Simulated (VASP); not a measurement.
Crystal: AlAs5.

```
Al As
1.0
     0.00000    3.98990    3.98990
     3.98990    0.00000    3.98990
     3.98990    3.98990    0.00000
Al As
1 5
Direct
  0.00000 0.00000 0.00000
  0.25000 0.25000 0.25000
  0.12776 0.62408 0.62408
  0.62408 0.62408 0.62408
  0.62408 0.62408 0.12776
  0.62408 0.12776 0.62408
```

The cell was built from a structure type or drawn by symmetry, and may not be a known phase.

| Quantity | Value |
| --- | --- |
| Program | VASP 6.6.1 |
| Task | relaxation of cell and atoms |
| Functional | PBE |
| Potentials or basis | VASP PAW PBE potentials, release 64 (Al, As) |
| Cutoff | 600 eV |
| k mesh | 8 × 8 × 8 |
| Occupations | gaussian, width 0.1 eV |
| Spin | no spin polarisation |

At the start: pressure -2.5 GPa; volume 21.17 Å³/atom.

Question: Where does the relaxation end?

Answer: Over 8 steps the energy falls by 7.1 meV/atom and the volume is 20.33 Å³/atom (-4.0 %); space group F-43m (No. 216, to 0.1 Å) before and after.

The path:
```
step  energy change (eV)  largest force (eV/Å)  pressure (GPa)  volume (Å³)
   1              0.0000                0.0173           -2.53       127.03
   2             -0.0400                0.0440            0.56       120.98
   3             -0.0417                0.0396            0.01       121.95
   4             -0.0417                0.0392           -0.04       122.05
   5             -0.0420                0.0321           -0.05       122.04
   6             -0.0424                0.0122           -0.04       122.01
   7             -0.0421                0.0261            0.02       121.94
   8             -0.0425                0.0001           -0.02       121.98
```

Final structure:
```cif
data_structure
_symmetry_space_group_name_H-M 'P 1'
_symmetry_Int_Tables_number 1
_cell_length_a 5.5668
_cell_length_b 5.5668
_cell_length_c 5.5668
_cell_angle_alpha 60.000
_cell_angle_beta 60.000
_cell_angle_gamma 60.000
_cell_volume 121.98
loop_
_atom_site_label
_atom_site_type_symbol
_atom_site_fract_x
_atom_site_fract_y
_atom_site_fract_z
_atom_site_occupancy
Al1 Al 0.00000 0.00000 0.00000 1
As1 As 0.25000 0.25000 0.25000 1
As2 As 0.12525 0.62492 0.62492 1
As3 As 0.62492 0.62492 0.62492 1
As4 As 0.62492 0.62492 0.12525 1
As5 As 0.62492 0.12525 0.62492 1
```
